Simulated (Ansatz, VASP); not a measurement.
## Si in VASP and in Ansatz

```
Si
1.0
     0.00000    2.70097    2.70097
     2.70097    0.00000    2.70097
     2.70097    2.70097    0.00000
Si
2
Cartesian
  4.0515 4.0515 4.0515
  2.7010 2.7010 2.7010
```

Alike in both runs: functional LDA; k mesh 8 × 8 × 8; occupations gaussian, width 0.02 eV; no spin polarisation.

Ansatz relaxed the structure, and its values are those at the end. VASP's run is a single point on that final structure, the one shown.

|  | VASP | Ansatz |
| --- | --- | --- |
| version | VASP 6.6.1 | Ansatz 0.2.0 |
| potentials or method | VASP PAW LDA potentials, release 64 (Si), cutoff 520 eV | scalar-relativistic, plane waves, PAW |
| valence electrons in the cell | 8 | 8 |

```csv
,VASP,Ansatz,Ansatz less VASP
gap on the k mesh at the Fermi level (eV),0.49,0.49,+0.001
least direct gap on the mesh (eV),2.53,2.53,+0.002
pressure (GPa),0.1,0.0,-0.04
```

LDA's correlation is that of Perdew and Zunger in VASP and of Perdew and Wang (1992) in Ansatz.
